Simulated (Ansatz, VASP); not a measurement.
# HfN in VASP and in Ansatz

INCAR

```
PREC     = Accurate       # precision mode
ENCUT    = 520            # plane-wave cutoff, eV
EDIFF    = 1E-6           # SCF threshold, eV
ISMEAR   = 0              # smearing method
SIGMA    = 0.15           # smearing width, eV
LREAL    = F              # projectors in reciprocal space
LASPH    = T              # aspherical terms in the spheres
NELM     = 60             # most SCF steps
ALGO     = Normal         # electronic algorithm
ISIF     = 2              # what is computed and relaxed
LWAVE    = F              # write WAVECAR
LCHARG   = F              # write CHGCAR
GGA      = PE             # functional
NBANDS   = 14             # bands
```

Contents of KPOINTS:

```
Automatic mesh
0
Gamma
  18 18 18
```

File POSCAR:

```
HfN
1.0
    0.0000000000      2.2928850000      2.2590000000
    2.2928850000      0.0000000000      2.2590000000
    2.2928850000      2.2928850000      0.0000000000
Hf N
1 1
Direct
    0.0000000000      0.0000000000      0.0000000000
    0.5000000000      0.5000000000      0.5000000000
```

Input for Ansatz:

```yaml
crystal:
  lattice:
    - [0.0, 2.292885, 2.259]
    - [2.292885, 0.0, 2.259]
    - [2.292885, 2.292885, 0.0]
  atoms:
    - { symbol: Hf, position: [0.0, 0.0, 0.0] }
    - { symbol: "N", position: [0.5, 0.5, 0.5] }
basis:
  ecutwfc: 420
kpoints:
  mp_grid: { grid: [18, 18, 18] }
hamiltonian:
  xc: pbe
scf:
  occupations: { method: gaussian, width: 0.15 }
output:
  forces: true
  stress: true
  eigenvalues: true
```

Change from the starting cell: strain +0.015 along x and y, +0.000 along z, atoms carried along.

Alike in both runs: task single point; functional PBE; k mesh 18 × 18 × 18; occupations gaussian, width 0.15 eV; no spin polarisation.

```csv
,VASP,Ansatz
version,VASP 6.6.1,Ansatz 0.2.0
potentials or method,"VASP PAW PBE potentials, release 64 (Hf_pv, N), cutoff 520 eV","scalar-relativistic, plane waves, PAW"
valence electrons in the cell,15,31
```

```tsv
	VASP	Ansatz	Ansatz less VASP
gap on the k mesh at the Fermi level (eV)	none	none	-
pressure (GPa)	-4.7	-2.4	+2.31
traceless stress, the component that is largest in VASP (GPa)	4.24	4.30	+0.063
```

A gap of «none» marks a metal or a gap that the smearing closes. VASP's potentials hold 15 valence electrons a cell and Ansatz's 31, so a difference there can come from the potentials and not from the codes.

Spin-orbit coupling is off throughout.
